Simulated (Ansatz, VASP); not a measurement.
**BaTiO3: VASP beside Ansatz**

INCAR

```
  PREC = Accurate
  ENCUT = 1340
  EDIFF = 1E-6
  ISMEAR = 0
  SIGMA = 0.02
  LREAL = F
  LASPH = T
  NELM = 120
  ALGO = Normal
  ISIF = 2
  LWAVE = F
  LCHARG = T
  GGA = PE
  LELF = T
  LVHAR = T
  NBANDS = 28
  GGA_COMPAT = F
```

The input KPOINTS:

```
regular mesh
0
Gamma
  8 8 6
```

POSCAR

```
BaTiO3
1.0
    3.9854497974      0.0000000000      0.0000000000
    0.0000000000      3.9854497974      0.0000000000
    0.0000000000      0.0000000000      4.1374754050
Ba Ti O
1 1 3
Direct
    0.5000000000      0.5000000000      0.5871413519
    0.0000000000      0.0000000000      0.1045449601
    0.0000000000      0.5000000000      0.0616190250
    0.5000000000      0.0000000000      0.0616190250
    0.0000000000      0.0000000000      0.5450726280
```

Input for Ansatz:

```yaml
crystal:
  lattice:
    - [3.9854497974, 0.0, 0.0]
    - [0.0, 3.9854497974, 0.0]
    - [0.0, 0.0, 4.137475405]
  atoms:
    - { symbol: Ba, position: [0.5, 0.5, 0.5871413519] }
    - { symbol: Ti, position: [0.0, 0.0, 0.1045449601] }
    - { symbol: O, position: [0.0, 0.5, 0.061619025] }
    - { symbol: O, position: [0.5, 0.0, 0.061619025] }
    - { symbol: O, position: [0.0, 0.0, 0.545072628] }
basis:
  ecutwfc: 420
kpoints:
  mp_grid: { grid: [8, 8, 6] }
  band_path: { path: [VBM, CBM], npoints: 2 }
hamiltonian:
  xc: pbe
scf:
  occupations: { method: gaussian, width: 0.02 }
output:
  forces: true
  stress: true
  eigenvalues: true
checkpoint:
  read: start.run
  write: ck
  compress: false
  write_wavefunctions: false
  write_every: 100000
```

Alike in both runs: task single point; functional PBE; k mesh 8 × 8 × 6; occupations gaussian, width 0.02 eV; no spin polarisation.

```csv
,VASP,Ansatz
version,VASP 6.6.1,Ansatz 0.2.0
potentials or method,"VASP PAW PBE potentials, release 64 (Ba_sv, Ti_sv, O_h), cutoff 1340 eV","scalar-relativistic, plane waves, PAW"
valence electrons in the cell,40,40
```

Ansatz gave:

- gap on the k mesh at the Fermi level (eV): 1.85
- least direct gap on the mesh (eV): 2.34
- pressure (GPa): 1.3
- traceless stress, the component that is largest in VASP (GPa): 0.19
- rms of the force components (eV/Å): 0.000

Q: Which values does VASP return?

A: gap on the k mesh at the Fermi level (eV): 1.80; least direct gap on the mesh (eV): 2.31; pressure (GPa): 2.8; traceless stress, the component that is largest in VASP (GPa): 0.19; rms of the force components (eV/Å): 0.019.

Atom by atom the forces differ by 0.019 eV/Å (rms over components).

Neither program's run includes spin-orbit coupling.
